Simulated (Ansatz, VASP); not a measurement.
**Nb in VASP and in Ansatz**

The input INCAR:

```
SYSTEM = Nb
PREC = Accurate
ENCUT = 600
EDIFF = 1E-6
ISMEAR = -1
SIGMA = 0.1
LREAL = .False.
LASPH = .True.
NELM = 80
ALGO = Normal
ISIF = 3
LWAVE = .False.
LCHARG = .False.
GGA = PS
IBRION = 2
NSW = 80
EDIFFG = -0.01
```

File KPOINTS:

```
regular mesh
0
Gamma
  9 9 9
  0 0 0
```

File POSCAR:

```
Nb
1.0
    0.0000000000      2.8951284430      2.8951284430
    2.8951284430      0.0000000000      2.8951284430
    2.8951284430      2.8951284430      0.0000000000
Nb
2
Direct
    0.1250000000      0.1250000000      0.1250000000
    0.8750000000      0.8750000000      0.8750000000
```

Input for Ansatz:

```yaml
crystal:
  lattice:
    - [0.0, 2.895128443, 2.895128443]
    - [2.895128443, 0.0, 2.895128443]
    - [2.895128443, 2.895128443, 0.0]
  atoms:
    - { symbol: Nb, position: [0.125, 0.125, 0.125] }
    - { symbol: Nb, position: [0.875, 0.875, 0.875] }
hamiltonian:
  xc: pbesol
  pseudopotentials:
    kind: paw
    azcp:
      Nb: "pseudopotentials/Nb.paw.azcp"
basis:
  ecutwfc: 420
  fft_grid_basis: typed
kpoints:
  mp_grid: { grid: [9, 9, 9], shift: [0, 0, 0] }
magnetization:
  spin_polarized: false
scf:
  occupations: { method: fermi_dirac, width: 0.1 }
relax:
  max_steps: 60
  f_tol: 0.01
  cell: {}
```

Alike in both runs: task relaxation of cell and atoms; functional PBEsol; k mesh 9 × 9 × 9; occupations fermi-dirac, width 0.1 eV; no spin polarisation.

```csv
,VASP,Ansatz
version,VASP 6.6.1,Ansatz 0.2.0
potentials or method,"VASP PAW PBE potentials, release 64 (Nb_sv), cutoff 600 eV","plane waves (420 eV) with PAW, scalar-relativistic"
valence electrons in the cell,26,26
```

|  | VASP | Ansatz | Ansatz less VASP |
| --- | --- | --- | --- |
| relaxed volume (Å³/atom) | 24.59 | 24.56 | -0.029 |
| relaxed cell length with the largest relative difference (Å) | 4.112 | 4.111 | -0.0016 |

VASP's potentials were made for PBE, not for PBEsol, and Ansatz warns of the same on its side.
